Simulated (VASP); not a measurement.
Wanted: the native input for a VASP 6.6.1 run.

```
Task                   : single point
Functional             : PBEsol
Potentials or basis    : VASP PAW PBE potentials, release 64 (Nb_sv)
Cutoff                 : 500 eV
k mesh                 : 11 × 11 × 11
Occupations            : fermi-dirac, width 0.05 eV
Spin                   : no spin polarisation
Dipole correction      : no
Further INCAR settings : ALGO = Normal; EDIFF = 1e-06; NBANDS = 12
```

The structure of Nb lies in POSCAR:

```
Nb
1.0
   -1.6382435044      1.6382435044      1.6382435044
    1.6382435044     -1.6382435044      1.6382435044
    1.6382435044      1.6382435044     -1.6382435044
Nb
1
Direct
    0.0000000000      0.0000000000      0.0000000000
```

One way to write it, as run:

INCAR

```
  PREC = Accurate
  ENCUT = 500
  EDIFF = 1E-6
  ISMEAR = -1
  SIGMA = 0.05
  LREAL = F
  LASPH = T
  NELM = 120
  ALGO = Normal
  ISIF = 2
  LWAVE = F
  LCHARG = F
  GGA = PS
  NBANDS = 12
  GGA_COMPAT = F
```

KPOINTS

```
regular mesh
0
Gamma
  11 11 11
```

Potentials or basis: VASP PAW PBE potentials, release 64 (Nb_sv).

Run with:

```console
$ cat potpaw_PBE.64/Nb_sv/POTCAR > POTCAR
$ mpirun -np 1 vasp_std > vasp.out
```

It gave:

```yaml
Pressure: -0.3 GPa
Band_gap_on_the_k_mesh: zero (an odd number of electrons rules out a gap without spin polarisation)
```

Caveat: the PAW data sets were made with another functional, which shifts forces and pressure a little.

It took 33 s on 1 thread of Intel Xeon 8259CL, with other jobs on the host, peak memory 0.11 GiB.
